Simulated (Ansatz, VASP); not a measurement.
**NaCl in VASP and in Ansatz**

INCAR

```
SYSTEM = NaCl
PREC = Accurate
ENCUT = 600
EDIFF = 1E-6
ISMEAR = 0
SIGMA = 0.01
LREAL = .False.
LASPH = .True.
NELM = 60
ALGO = Normal
ISIF = 3
LWAVE = .False.
LCHARG = .False.
GGA = PE
IBRION = 2
NSW = 80
EDIFFG = -0.001
```

KPOINTS

```
Automatic mesh
0
Gamma
  8 8 8
  0 0 0
```

POSCAR

```
NaCl
1.0
    0.0000000000      2.8481696037      2.8481696037
    2.8481696037      0.0000000000      2.8481696037
    2.8481696037      2.8481696037      0.0000000000
Na Cl
1 1
Direct
    0.5000000000      0.5000000000      0.5000000000
    0.0000000000      0.0000000000      0.0000000000
```

Input for Ansatz:

```yaml
crystal:
  lattice:
    - [0.0, 2.8481696037, 2.8481696037]
    - [2.8481696037, 0.0, 2.8481696037]
    - [2.8481696037, 2.8481696037, 0.0]
  atoms:
    - { symbol: Na, position: [0.5, 0.5, 0.5] }
    - { symbol: Cl, position: [0.0, 0.0, 0.0] }
basis:
  ecutwfc: 420
kpoints:
  mp_grid: { grid: [8, 8, 8] }
hamiltonian:
  xc: pbe
scf:
  occupations: { method: fixed }
output:
  forces: true
  stress: true
  eigenvalues: true
relax:
  adjacent_minimum: "off"
  f_tol: 0.001
  max_steps: 60
  cell: { stress_tol: 0.01 }
```

Alike in both runs: task relaxation of cell and atoms; functional PBE; k mesh 8 × 8 × 8; no spin polarisation.

|  | VASP | Ansatz |
| --- | --- | --- |
| version | VASP 6.6.1 | Ansatz 0.2.0 |
| potentials or method | VASP PAW PBE potentials, release 64 (Na_pv, Cl), cutoff 600 eV | scalar-relativistic, plane waves, PAW |
| occupations | gaussian, width 0.01 eV | fixed |
| valence electrons in the cell | 14 | 16 |

```csv
,VASP,Ansatz,Ansatz less VASP
"gap on the k mesh at the Fermi level, each at its own relaxed structure (eV)",4.99,4.99,0.000
relaxed volume (Å³/atom),23.10,23.10,0.000
relaxed cell length with the largest relative difference (Å),4.028,4.028,0.0000
```

VASP's potentials hold 14 valence electrons a cell and Ansatz's 16, so a difference there can come from the potentials and not from the codes.

Noted on VASP's run: the relaxation stopped at its first step, so nothing moved.
